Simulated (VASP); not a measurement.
BaTiO3:

```xyz
5
Lattice="3.9833 0.0000 0.0000 0.0000 2.8626 2.8753 0.0000 -2.8626 2.8753" Properties=species:S:1:pos:R:3 pbc="T T T"
Ba    0.0000    0.0000    0.0196
Ti    1.9917    0.0000    2.9818
O     1.9917    1.3943    4.2261
O     1.9917   -1.3943    4.2261
O     0.0000    0.0000    2.8075
```

- Program: VASP 6.6.1
- Task: relaxation of cell and atoms
- Functional: PBE
- Potentials or basis: VASP PAW PBE potentials, release 64 (Ba_sv, Ti_sv, O)
- Cutoff: 600 eV
- k mesh: 8 × 8 × 8
- Occupations: gaussian, width 0.02 eV
- Spin: no spin polarisation

At the start: pressure 2.9 GPa; volume 13.11 Å³/atom.

Task: How do energy, volume and symmetry change on relaxing?

Result: Over 12 steps the energy falls by 4.0 meV/atom and the volume is 13.53 Å³/atom (+3.1 %); space group Amm2 (No. 38, to 0.1 Å) before and after.

The path:
```csv
step,energy change (eV),largest force (eV/Å),pressure (GPa),volume (Å³)
1,0.0000,0.0636,2.89,65.57
2,-0.0030,0.3528,-2.38,67.84
3,-0.0108,0.2212,-0.05,66.78
4,-0.0143,0.1296,0.00,66.99
5,-0.0161,0.0750,0.13,67.28
6,-0.0183,0.0675,-0.18,67.59
7,-0.0187,0.0626,-0.41,67.83
8,-0.0191,0.0618,0.48,67.50
9,-0.0193,0.0525,0.14,67.62
10,-0.0196,0.0267,-0.01,67.64
11,-0.0196,0.0256,-0.03,67.65
12,-0.0198,0.0063,0.05,67.63
```

Final structure:
```
CELL_PARAMETERS angstrom
3.98149 0.00000 0.00000
0.00000 2.90109 2.92733
0.00000 -2.90109 2.92733
ATOMIC_POSITIONS crystal
Ba 0.00000 0.00767 0.00767
Ti 0.50000 0.52482 0.52482
O 0.50000 0.97258 0.49025
O 0.50000 0.49025 0.97258
O 0.00000 0.48459 0.48459
```
